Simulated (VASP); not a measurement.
A run of VASP 6.6.1 is set up as follows.

The input INCAR:

```
PREC = Accurate
ENCUT = 520
EDIFF = 1E-6
ISMEAR = 0
SIGMA = 0.2
LREAL = F
LASPH = T
NELM = 150
ALGO = Normal
ISIF = 2
LWAVE = F
LCHARG = F
ISPIN = 2
MAGMOM = 0 0 1 1 1 0 0 0
LORBIT = 11
LMAXMIX = 4
GGA = PE
NBANDS = 43
```

Contents of KPOINTS:

```
regular mesh
0
Gamma
  5 5 2
```

POSCAR

```
Mg2Ti3O3
1.0
    4.8449721679      0.0000000000      0.0000000000
   -2.4224860839      4.1958689780      0.0000000000
    0.0000000000      0.0000000000      7.4106230193
Mg Ti O
2 3 3
Direct
    0.3333333333      0.6666666667      0.5000000000
    0.0000000000      0.0000000000      0.0000000000
    0.3333333333      0.6666666667      0.0000000000
    0.0000000000      0.0000000000      0.5000000000
    0.6666666667      0.3333333333      0.5000000000
    0.6666666667      0.3333333333      0.0000000000
    0.3333333333      0.6666666667      0.2439911153
    0.3333333333      0.6666666667      0.7560088847
```

Potentials or basis: VASP PAW PBE potentials, release 64 (Mg, Ti_sv, O).

Launch:

```bash
$ cat potpaw_PBE.64/Mg/POTCAR potpaw_PBE.64/Ti_sv/POTCAR potpaw_PBE.64/O/POTCAR > POTCAR
$ mpirun -np 1 vasp_std > vasp.out
```

What does it give for the pressure?

-0.4 GPa.

Predict the net moment.

3.40 μB per cell.

Predict the site moments.

Mg -0.00; Ti -0.09, +1.23, +1.19; O +0.03 μB.

Stress tensor (GPa, compression positive):
```
-0.53  0.00  0.00
 0.00 -0.53  0.00
 0.00  0.00 -0.12
```

Caveat: the k points lie up to 0.42 Å⁻¹ apart.
